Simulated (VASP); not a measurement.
Input of a VASP 6.6.1 run:

Contents of INCAR:

```
SYSTEM = Re
PREC = Accurate
ENCUT = 520
EDIFF = 1E-6
ISMEAR = -1
SIGMA = 0.1
LREAL = .False.
LASPH = .True.
NELM = 60
ALGO = Normal
ISIF = 2
LWAVE = .False.
LCHARG = .False.
GGA = PS
NBANDS = 14
```

KPOINTS

```
regular mesh
0
Gamma
  13 13 13
  0 0 0
```

File POSCAR:

```
Re
1.0
    0.0000000000      2.7970909159      2.7970909159
    2.7970909159      0.0000000000      2.7970909159
    2.7970909159      2.7970909159      0.0000000000
Re
2
Direct
    0.0000000000      0.0000000000      0.0000000000
    0.2500000000      0.2500000000      0.2500000000
```

Potentials or basis: VASP PAW PBE potentials, release 64 (Re).

Command:

```bash
$ cat potpaw_PBE.64/Re/POTCAR > POTCAR
$ mpirun -np 1 vasp_std > vasp.out
```

Problem. Estimate the pressure.

Solution. -1.7 GPa.

Problem. Predict the band gap on the k mesh.

Solution. Zero (bands 7 and 8 overlap by 1.14 eV).

Caveat: the PAW data sets were made with another functional, which shifts forces and pressure a little; spin-orbit coupling is left out, which moves the levels of the heavy elements.
